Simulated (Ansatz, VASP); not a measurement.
One calculation of Ti8C5, two programs

```
Ti C
1.0
     3.03742    1.75365    4.90918
    -3.03742    1.75365    4.90918
     0.00000   -3.50731    4.90918
Ti C
8 5
Cartesian
  -1.5594 0.9003 6.1980
  0.0000 -1.8007 6.1980
  1.5594 0.9003 6.1980
  -1.5594 -0.9003 8.5296
  1.5594 -0.9003 8.5296
  0.0000 1.8007 8.5296
  0.0000 0.0000 3.6041
  0.0000 0.0000 11.1235
  0.0000 -1.7537 2.4546
  1.5187 0.8768 2.4546
  -1.5187 0.8768 2.4546
  0.0000 0.0000 7.3638
  0.0000 0.0000 0.0000
```

Alike in both runs: functional PBEsol; k mesh 6 × 6 × 6; occupations gaussian, width 0.1 eV; no spin polarisation.

Ansatz relaxed the structure, and its values are those at the end. VASP's run is a single point on that final structure, the one shown.

|  | VASP | Ansatz |
| --- | --- | --- |
| version | VASP 6.6.1 | Ansatz 0.2.0 |
| potentials or method | VASP PAW PBE potentials, release 64 (Ti_sv, C), cutoff 520 eV | scalar-relativistic, plane waves, PAW |
| valence electrons in the cell | 116 | 116 |

```tsv
	VASP	Ansatz	Ansatz less VASP
gap on the k mesh at the Fermi level (eV)	none	none	-
pressure (GPa)	0.2	0.0	-0.19
rms of the force components (eV/Å)	0.010	0.000	-0.0095
```

VASP's potentials were made for PBE, not for PBEsol. A gap of «none» marks a metal or a gap that the smearing closes. With one functional, cell and mesh, what is left measures potentials, basis and numerics.
